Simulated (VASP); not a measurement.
Wanted: the native input for a VASP 6.6.1 run.

* Task: single point
* Functional: PBEsol
* Potentials or basis: VASP PAW PBE potentials, release 64 (Rh_pv, Ru_pv)
* Cutoff: 520 eV
* k mesh: 15 × 15 × 1
* Occupations: fermi-dirac, width 0.05 eV
* Spin: no spin polarisation
* Dipole correction: yes
* Further INCAR settings: ALGO = Normal; EDIFF = 1e-06; NBANDS = 44

The structure of Ru4Rh lies in POSCAR:

```
Ru4Rh
1.0
    2.6901084707      0.0000000000      0.0000000000
   -1.3450542353      2.3297022745      0.0000000000
    0.0000000000      0.0000000000     24.4996000000
Rh Ru
1 4
Direct
    0.0000000000      0.0000000000      0.3290002204
    0.3333333333      0.6666666667      0.4126361497
    0.0000000000      0.0000000000      0.4999999991
    0.3333333333      0.6666666667      0.5873638504
    0.0000000000      0.0000000000      0.6709997802
```

The input as run:

INCAR

```
  PREC = Accurate
  ENCUT = 520
  EDIFF = 1E-6
  ISMEAR = -1
  SIGMA = 0.05
  LREAL = False
  LASPH = True
  NELM = 60
  ALGO = Normal
  ISIF = 2
  LWAVE = False
  LCHARG = True
  LDIPOL = True
  IDIPOL = 3
  DIPOL = 0.5 0.5 0.500
  GGA = PS
  LELF = True
  LVHAR = True
  LVACPOTAV = True
  NBANDS = 44
```

KPOINTS

```
Automatic mesh
0
Gamma
  15 15 1
```

Potentials or basis: VASP PAW PBE potentials, release 64 (Rh_pv, Ru_pv).

The run is started by

```bash
$ cat potpaw_PBE.64/Rh_pv/POTCAR potpaw_PBE.64/Ru_pv/POTCAR > POTCAR
$ mpirun -np 1 vasp_std > vasp.out
```

Results of the run:

The largest force is 0.862 eV/Å and the band gap on the k mesh is zero (an odd number of electrons rules out a gap without spin polarisation).

Caveat: the PAW data sets were made with another functional, which shifts forces and pressure a little.

Wall time 4.6 min on 1 thread of Intel(R) Xeon(R) 6975P-C (Granite Rapids), with other jobs on the host, peak memory 0.35 GiB.
